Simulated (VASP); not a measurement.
Here is a VASP 6.6.1 calculation.

POSCAR

```
AlN
1.0
    0.0000000000      2.1848764834      2.1848764834
    2.1848764834      0.0000000000      2.1848764834
    2.1848764834      2.1848764834      0.0000000000
Al N
1 1
Direct
    0.0000000000      0.0000000000      0.0000000000
    0.7500000000      0.7500000000      0.7500000000
```

Contents of INCAR.step1:

```
  PREC = Accurate
  ENCUT = 500
  EDIFF = 1E-8
  ISMEAR = 0
  SIGMA = 0.01
  LREAL = False
  LASPH = True
  NELM = 60
  ALGO = Normal
  LWAVE = True
  LCHARG = False
  GGA = PE
```

File INCAR.step2:

```
  PREC = Accurate
  ENCUT = 500
  EDIFF = 1E-8
  ISMEAR = 0
  SIGMA = 0.01
  LREAL = False
  LASPH = True
  NELM = 1
  ALGO = Exact
  LWAVE = True
  LCHARG = False
  GGA = PE
  NBANDS = 37
  LOPTICS = True
  ISTART = 1
```

INCAR.step3

```
  PREC = Accurate
  ENCUT = 500
  EDIFF = 1E-8
  ISMEAR = 0
  SIGMA = 0.01
  LREAL = False
  LASPH = True
  ALGO = EVGW0
  LWAVE = False
  LCHARG = False
  GGA = PE
  NELMGW = 1
  NBANDS = 37
  ENCUTGW = 80.0
  NOMEGA = 96
  PRECFOCK = Fast
  ISTART = 1
  NBANDSGW = 12
  OMEGAMAX = 20
```

File KPOINTS:

```
Automatic mesh
0
Gamma
  10 10 10
```

Potentials or basis: VASP PAW PBE potentials, release 64 (Al_GW, N_GW).

Run with:

```sh
$ cat potpaw_PBE.64/Al_GW/POTCAR potpaw_PBE.64/N_GW/POTCAR > POTCAR
$ cp INCAR.step1 INCAR
$ mpirun -np 1 vasp_std > vasp.out
$ cp INCAR.step2 INCAR
$ mpirun -np 1 vasp_std > vasp.out
$ cp INCAR.step3 INCAR
$ mpirun -np 1 vasp_std > vasp.out
```

**Question.** Predict the quasiparticle gap.

**Answer.** 4.34 eV.

**Question.** What does it give for the least direct quasiparticle gap?

**Answer.** 5.51 eV.

**Question.** What does it give for the band gap of the starting levels on the mesh?

**Answer.** 3.32 eV.

Caveat: bands, screening cutoff and mesh are small and nothing is extrapolated, so the quasiparticle values aren't converged.
